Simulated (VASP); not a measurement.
# Zr2NbN3 (R-3m) in VASP: further runs

Runs on Zr2NbN3. Level: PBE. Tasks: single point, relaxation of cell and atoms.

All numbers are computed with VASP 6.6.1; they aren't measurements. Logs are shortened: lines on timing, memory, paths and dates and some standing lists are left out, and cuts for length are marked.

### 1 The cell of the first run

It takes space group R-3m (No. 166, trigonal). The conventional cell has a = 5.640 Å, b = 5.640 Å, c = 9.037 Å, α = 90.00°, β = 90.00°, γ = 120.00°. Zr (site symmetry 3m) has 3 N at 2.10 Å and 1 Nb at 2.84 Å within 2.9 Å. Within 2.9 Å of Nb (site symmetry -3m) lie 6 N at 2.22 Å and 2 Zr at 2.84 Å. N (site symmetry 2/m) has 2 Zr at 2.10 Å and 2 Nb at 2.22 Å and 4 N at 2.82 Å within 2.9 Å.

The cell was built from a structure type or drawn by symmetry, and may not be a known phase.

### 2 Single point, PBE

Contents of INCAR:

```
SYSTEM = Zr2NbN3
ALGO = Normal ; EDIFF = 1E-7
ENCUT = 520 ; GGA = PE
ISIF = 2 ; ISMEAR = 0
LASPH = .TRUE. ; LCHARG = .FALSE.
LREAL = .FALSE. ; LWAVE = .FALSE.
NBANDS = 35 ; NELM = 80
PREC = Accurate ; SIGMA = 0.1
```

Contents of KPOINTS:

```
k-points
0
G
  6 6 6
  0 0 0
```

Contents of POSCAR:

```
Zr2NbN3
1.0
    2.8198693378      1.6280523200      3.0124167912
   -2.8198693378      1.6280523200      3.0124167912
    0.0000000000     -3.2561046439      3.0124167891
Zr Nb N
2 1 3
Direct
    0.6859833983      0.6859833983      0.6859833983
    0.3140166017      0.3140166017      0.3140166017
    0.0000000000      0.0000000000      0.0000000000
    0.0000000000      0.5000000000      0.0000000000
    0.5000000000      0.0000000000      0.0000000000
    0.0000000000      0.0000000000      0.5000000000
```

Potentials or basis: VASP PAW PBE potentials, release 64 (Zr_sv, Nb_sv, N).

The run is started by

```sh
cat potpaw_PBE.64/Zr_sv/POTCAR potpaw_PBE.64/Nb_sv/POTCAR potpaw_PBE.64/N/POTCAR > POTCAR
mpirun -np 1 vasp_std > vasp.out
```

OUTCAR:

```text
SYSTEM = Zr2NbN3
   EDIFF = 1E-7
   ENCUT = 520
   GGA = PE
   ISIF = 2
   ISMEAR = 0
   LASPH = .TRUE.
   LREAL = .FALSE.
   NELM = 80
   PREC = Accurate

 ion  position               nearest neighbor table
   1  0.686  0.686  0.686-   4 2.10   5 2.10   6 2.10   3 2.84   3 3.26   3 3.26   3 3.26   2 3.27
                             2 3.27   2 3.27   2 3.36
   2  0.314  0.314  0.314-   4 2.10   5 2.10   6 2.10   3 2.84   3 3.26   3 3.26   3 3.26   1 3.27
                             1 3.27   1 3.27   1 3.36
   3  0.000  0.000  0.000-   4 2.22   5 2.22   4 2.22   5 2.22   6 2.22   6 2.22   1 2.84   2 2.84
                             2 3.26   1 3.26   2 3.26   1 3.26   2 3.26   1 3.26
   4  0.000  0.500  0.000-   1 2.10   2 2.10   3 2.22   3 2.22
   5  0.500  0.000  0.000-   1 2.10   2 2.10   3 2.22   3 2.22
   6  0.000  0.000  0.500-   1 2.10   2 2.10   3 2.22   3 2.22

  LATTYP: Found a trigonal (rhomboedric) cell.
 ALAT       =     4.4358620766
 COS(alpha) =     0.1917757115

  Lattice vectors:

 A1 = (   2.8198693378,   1.6280523200,   3.0124167912)
 A2 = (  -2.8198693378,   1.6280523200,   3.0124167912)
 A3 = (   0.0000000000,  -3.2561046439,   3.0124167891)

Analysis of symmetry for initial positions (statically):
=====================================================================
 Subroutine PRICEL returns:
 Original cell was already a primitive cell.

 Routine SETGRP: Setting up the symmetry group for a
 trigonal (rhombohedral) supercell.

 Subroutine GETGRP returns: Found 12 space group operations
 (whereof 12 operations were pure point group operations)
 out of a pool of 12 trial point group operations.

The static configuration has the point symmetry D_3d.

Analysis of symmetry for dynamics (positions and initial velocities):
=====================================================================
 Subroutine PRICEL returns:
 Original cell was already a primitive cell.

 Routine SETGRP: Setting up the symmetry group for a
 trigonal (rhombohedral) supercell.

 Subroutine GETGRP returns: Found 12 space group operations
 (whereof 12 operations were pure point group operations)
 out of a pool of 12 trial point group operations.

The dynamic configuration has the point symmetry D_3d.

 Subroutine INISYM returns: Found 12 space group operations
 (whereof 12 operations are pure point group operations),
 and found     1 'primitive' translations

----------------------------------------------------------------------------------------

                                     Primitive cell

  volume of cell :      82.9781

  direct lattice vectors                    reciprocal lattice vectors
     2.819869338  1.628052320  3.012416791     0.177313180  0.102371812  0.110653126
    -2.819869338  1.628052320  3.012416791    -0.177313180  0.102371812  0.110653126
     0.000000000 -3.256104644  3.012416789     0.000000000 -0.204743625  0.110653125

  length of vectors
     4.435862077  4.435862077  4.435862077     0.232731747  0.232731747  0.232731747

  position of ions in fractional coordinates (direct lattice)
     0.685983398  0.685983398  0.685983398
     0.314016602  0.314016602  0.314016602
     0.000000000  0.000000000  0.000000000
     0.000000000  0.500000000  0.000000000
     0.500000000  0.000000000  0.000000000
     0.000000000  0.000000000  0.500000000

  ion indices of the primitive-cell ions
   primitive index   ion index
                 1           1
                 2           2
                 3           3
                 4           4
                 5           5
                 6           6

----------------------------------------------------------------------------------------

 KPOINTS: k-points

Automatic generation of k-mesh.
 Grid dimensions read from file:
 generate k-points for:    6    6    6

 Generating k-lattice:

  Cartesian coordinates                     Fractional coordinates (reciprocal lattice)
     0.029552197  0.017061969  0.018442188     0.166666667  0.000000000  0.000000000
    -0.029552197  0.017061969  0.018442188     0.000000000  0.166666667  0.000000000
     0.000000000 -0.034123937  0.018442188    -0.000000000 -0.000000000  0.166666667

  Length of vectors
     0.038788624  0.038788624  0.038788624

  Shift w.r.t. Gamma in fractional coordinates (k-lattice)
     0.000000000  0.000000000  0.000000000

 Subroutine IBZKPT returns following result:
 ===========================================

 Found     32 irreducible k-points:

 Following reciprocal coordinates:
            Coordinates               Weight
  0.000000  0.000000  0.000000      1.000000
  0.166667  0.000000 -0.000000      6.000000
  0.333333  0.000000 -0.000000      6.000000
  0.500000 -0.000000 -0.000000      3.000000
  0.166667  0.166667 -0.000000      6.000000
  0.333333  0.166667  0.000000     12.000000
[... 16 lines left out ...]
  0.500000  0.500000  0.166667      6.000000
 -0.333333  0.500000  0.166667     12.000000
 [... further k-points ...]
   k-points           NKPTS =     32   k-points in BZ     NKDIM =     32   number of bands    NBANDS=     35
   number of dos      NEDOS =    301   number of ions     NIONS =      6
   total plane-waves  NPLWV =  46656
   dimension x,y,z NGX =    36 NGY =   36 NGZ =   36
   dimension x,y,z NGXF=    72 NGYF=   72 NGZF=   72
   ions per type =               2   1   3
   NGX,Y,Z   is equivalent  to a cutoff of  13.49, 13.49, 13.49 a.u.
   NGXF,Y,Z  is equivalent  to a cutoff of  26.98, 26.98, 26.98 a.u.
 SYSTEM =  Zr2NbN3
   PREC   = accura    normal or accurate (medium, high low for compatibility)
   ISTART =      0    job   : 0-new  1-cont  2-samecut
   ICHARG =      2    charge: 1-file 2-atom 10-const
   ISPIN  =      1    spin polarized calculation?
   LNONCOLLINEAR =      F non collinear calculations
   LSORBIT =      F    spin-orbit coupling
   LASPH  =      T    aspherical Exc in radial PAW
   ENCUT  =  520.0 eV  38.22 Ry    6.18 a.u.   8.25  8.25  8.25*2*pi/ulx,y,z
   NELM   =     80;   NELMIN=  2; NELMDL= -5     # of ELM steps
   EDIFF  = 0.1E-06   stopping-criterion for ELM
   LREAL  =      F    real-space projection
   EDIFFG = 0.1E-05   stopping-criterion for IOM
   NSW    =      0    number of steps for IOM
   IBRION =     -1    ionic relax: 0-MD 1-quasi-New 2-CG
   NFREE  =      0    steps in history (QN), initial steepest desc. (CG)
   ISIF   =      2    stress and relaxation
   ISYM   =      2    0-nonsym 1-usesym 2-fastsym
   POTIM  = 0.5000    time-step for ionic-motion
   TEBEG  =    0.0;   TEEND  =   0.0 temperature during run
   PSTRESS=    0.0 pullay stress
   NELECT =      52.0000    total number of electrons
   NUPDOWN=      -1.0000    fix difference up-down
   EMIN   =  10.00;   EMAX   =-10.00  energy-range for DOS
   EFERMI =   0.00;   METHOD = LEGACY
   ISMEAR =     0;   SIGMA  =   0.10  broadening in eV -4-tet -1-fermi 0-gaus
   EFERMI_NEDOS =   21; number of points for ismear=-14 and -15
   IALGO  =     38    algorithm
   IMIX   =      4    mixing-type and parameters
     AMIX     =   0.40;   BMIX     =  1.00
     AMIX_MAG =   1.60;   BMIX_MAG =  1.00
  volume/ion in A,a.u.               =      13.83        93.33
  Fermi-wavevector in a.u.,A,eV,Ry     =   1.400946  2.647404 26.703470  1.962650
  Thomas-Fermi vector in A             =   2.523856
   LORBIT       =      0    0 simple, 1 ext, 2 COOP (PROOUT), +10 PAW based schemes
   GGA     = PE    functional components
   LHFCALC =     F    Hartree Fock is set to
   AEXX    =    0.0000 exact exchange contribution
   IVDW    =     0    specifies the selected vdW correction
   LEPSILON=     F    determine dielectric tensor
   LRPA    =     F    only Hartree local field effects (RPA)
 non-spin polarized calculation
 Gauss-broadening in eV      SIGMA  =   0.10
  energy-cutoff  :      520.00
  volume of cell :       82.98
 maximum number of plane-waves:      2255
 NGX is ok and might be reduce to    36
   NGX = 17   NGY = 17   NGZ = 17

 number of electron      51.9999997 magnetization

 Free energy of the ion-electron system (eV)
  ---------------------------------------------------
  ext. energy  EPLUGINS =         0.00000000
  ---------------------------------------------------
  free energy    TOTEN  =       -56.35361770 eV

  energy without entropy =      -56.33770690  energy(sigma->0) =      -56.34566230

 E-fermi :   9.8486     XC(G=0): -11.6723

 val. band max:        9.8470562862   @ k =  -0.1667   0.5000   0.1667
 cond. band min:       9.8582800750   @ k =  -0.3333  -0.3333   0.1667
 fundamental gap:      0.0112237888
 Fermi energy:         9.8486246085

 k-point     1 :       0.0000    0.0000    0.0000
  band No.  band energies     occupation
      1     -45.8522      2.00000
      2     -39.6013      2.00000
      3     -39.5313      2.00000
      4     -22.0017      2.00000
      5     -21.9818      2.00000
      6     -21.9818      2.00000
[... 27 lines left out ...]
     34      13.4325      0.00000
     35      13.4325      0.00000

 k-point     2 :       0.1667    0.0000   -0.0000
  band No.  band energies     occupation
      1     -45.8520      2.00000
      2     -39.5977      2.00000
      3     -39.5349      2.00000
      4     -22.0076      2.00000
      5     -21.9857      2.00000
      6     -21.9817      2.00000
[... 27 lines left out ...]
     34      13.4508      0.00000
     35      13.6599      0.00000

 k-point     3 :       0.3333    0.0000   -0.0000
  band No.  band energies     occupation
      1     -45.8516      2.00000
      2     -39.5886      2.00000
      3     -39.5439      2.00000
      4     -22.0226      2.00000
      5     -21.9899      2.00000
      6     -21.9815      2.00000
[... 27 lines left out ...]
     34      13.3126      0.00000
     35      13.4091      0.00000
[... 723 lines left out ...]
 k-point    23 :       0.5000    0.5000    0.1667
  band No.  band energies     occupation
      1     -45.8506      2.00000
      2     -39.5757      2.00000
      3     -39.5557      2.00000
      4     -22.0502      2.00000
      5     -22.0193      2.00000
      6     -21.9900      2.00000
[... 27 lines left out ...]
     34      13.0482      0.00000
     35      13.1302      0.00000

 k-point    24 :      -0.3333    0.5000    0.1667
  band No.  band energies     occupation
      1     -45.8507      2.00000
      2     -39.5681      2.00000
      3     -39.5635      2.00000
      4     -22.0454      2.00000
      5     -22.0136      2.00000
      6     -21.9892      2.00000
[... 27 lines left out ...]
     34      12.7720      0.00000
     35      13.2283      0.00000

 [... further k-points ...]
[... 5 lines left out ...]
  --------------------------------------------------------------------------------------
  -------------------------------------------------------------------------------------
  Total       -0.0075383     -0.0075383     -0.0409865     -0.0000000      0.0000000     -0.0000000
  in kB       -0.1455528     -0.1455528     -0.7913854     -0.0000000      0.0000000     -0.0000000
  external PRESSURE =      -0.3608303 kB  Pullay stress =       0.0000000 kB

 VOLUME and BASIS-vectors are now :
 -----------------------------------------------------------------------------
  energy-cutoff  :      520.00
  volume of cell :       82.98
      direct lattice vectors                 reciprocal lattice vectors
     2.819869338  1.628052320  3.012416791     0.177313180  0.102371812  0.110653126
    -2.819869338  1.628052320  3.012416791    -0.177313180  0.102371812  0.110653126
     0.000000000 -3.256104644  3.012416789     0.000000000 -0.204743625  0.110653125

 POSITION                                       TOTAL-FORCE (eV/Angst)
 -----------------------------------------------------------------------------------
      0.00000     -0.00000      6.19940         0.000000      0.000000     -0.024567
      0.00000     -0.00000      2.83785         0.000000     -0.000000      0.024567
      0.00000      0.00000      0.00000         0.000000      0.000000     -0.000000
     -1.40993      0.81403      1.50621        -0.000000      0.000000     -0.000000
      1.40993      0.81403      1.50621         0.000000      0.000000     -0.000000
      0.00000     -1.62805      1.50621         0.000000      0.000000     -0.000000
 -----------------------------------------------------------------------------------
    total drift:                                0.000000     -0.000000      0.000000

  FREE ENERGIE OF THE ION-ELECTRON SYSTEM (eV)
  ---------------------------------------------------
  free  energy   TOTEN  =       -56.3536177017 eV

  energy  without entropy=      -56.3377069045  energy(sigma->0) =      -56.34566230
```

Wall time 1.8 min (1 thread of Intel Xeon 6975P-C (Granite Rapids), shared host); peak memory 0.25 GiB.

What came out:

```yaml
Free_energy: -56.3536 eV
Pressure: 0.0 GPa
Largest_force: 0.025 eV/Å
Band_gap_on_the_k_mesh: zero (bands 26 and 27 overlap by 1.36 eV)
```

Forces on the atoms (eV/Å):
```
Zr   0.000  0.000 -0.025
Zr   0.000  0.000  0.025
Nb   0.000  0.000  0.000
N    0.000  0.000  0.000
N    0.000  0.000  0.000
N    0.000  0.000  0.000
```

Levels at points of the mesh, in eV from the Fermi level:
```csv
k point,band 22,band 23,band 24,band 25,band 26,band 27,band 28,band 29,band 30,band 31
"(0.00, 0.00, 0.00)",-2.98,-1.93,-1.93,-1.77,-0.94,-0.94,-0.15,-0.15,-0.14,2.53
"(0.50, 0.00, 0.00)",-4.05,-3.70,-2.39,-2.00,-0.40,0.95,1.22,1.48,1.94,2.03
"(0.50, 0.50, 0.00)",-4.03,-3.81,-2.43,-0.30,0.24,0.38,0.73,1.20,1.29,1.64
"(0.50, 0.50, 0.50)",-4.21,-4.21,-1.17,-0.95,0.32,0.32,1.06,1.06,2.15,2.95
```

### 3 Single point, PBE

This run uses another cell than the first one, of 14.40 Å³/atom.

Contents of INCAR:

```
ALGO     = Normal         # electronic algorithm
EDIFF    = 1E-6           # SCF threshold, eV
ENCUT    = 520            # plane-wave cutoff, eV
GGA      = PE             # functional
ISIF     = 2              # what is computed and relaxed
ISMEAR   = 0              # smearing method
LASPH    = T              # aspherical terms in the spheres
LCHARG   = F              # write CHGCAR
LREAL    = F              # projectors in reciprocal space
LWAVE    = F              # write WAVECAR
NBANDS   = 35             # bands
NELM     = 60             # most SCF steps
PREC     = Accurate       # precision mode
SIGMA    = 0.1            # smearing width, eV
```

Contents of KPOINTS:

```
k-points
0
Gamma
  6 6 6
```

Contents of POSCAR:

```
Zr2NbN3
1.0
    2.5582982900      1.4770342000      3.8119526700
   -2.5582982900      1.4770342000      3.8119526700
    0.0000000000     -2.9540684100      3.8119526700
Zr Nb N
2 1 3
Direct
    0.6269865000      0.6269865000      0.6269865000
    0.3730135000      0.3730135000      0.3730135000
    0.0000000000      0.0000000000      0.0000000000
    0.0000000000      0.5000000000      0.0000000000
    0.5000000000      0.0000000000      0.0000000000
    0.0000000000      0.0000000000      0.5000000000
```

Potentials or basis: VASP PAW PBE potentials, release 64 (Zr_sv, Nb_sv, N).

The run is started by

```sh
cat potpaw_PBE.64/Zr_sv/POTCAR potpaw_PBE.64/Nb_sv/POTCAR potpaw_PBE.64/N/POTCAR > POTCAR
mpirun -np 1 vasp_std > vasp.out
```

Wall time 2 min (1 thread of Intel Xeon 6975P-C (Granite Rapids), shared host); peak memory 0.26 GiB.

It converged, with:

| Quantity | Value |
| --- | --- |
| Free energy | -48.0850 eV |
| Pressure | -20.7 GPa |
| Largest force | 1.848 eV/Å |
| Band gap on the k mesh | zero (bands 26 and 27 overlap by 0.60 eV) |

Forces in eV/Å, atoms in the order of the input:
```
Zr   0.000  0.000  1.848
Zr   0.000  0.000 -1.848
Nb   0.000  0.000  0.000
N    0.000  0.000  0.000
N    0.000  0.000  0.000
N    0.000  0.000  0.000
```

Stress tensor (GPa, compression positive):
```
 -9.97   0.00   0.00
  0.00  -9.97   0.00
  0.00   0.00 -42.05
```

Levels at points of the mesh, in eV from the Fermi level:
```
           k point  band 23  band 24  band 25  band 26  band 27  band 28  band 29  band 30
(0.00, 0.00, 0.00)    -0.42    -0.42     0.10     0.23     0.31     0.31     0.97     0.97
(0.50, 0.00, 0.00)    -2.47    -2.27    -0.74    -0.35     0.02     0.56     1.53     1.60
(0.50, 0.50, 0.00)    -1.61    -0.91    -0.59    -0.33     0.27     0.77     0.91     1.50
(0.50, 0.50, 0.50)    -0.24     0.02     0.02     0.35     0.49     0.49     0.75     0.75
```

Caveat: the cell stands under tension; forces of over 1 eV/Å act on the atoms, so gaps and moduli don't describe the material at rest.

(Continued in part 2 of 2.)
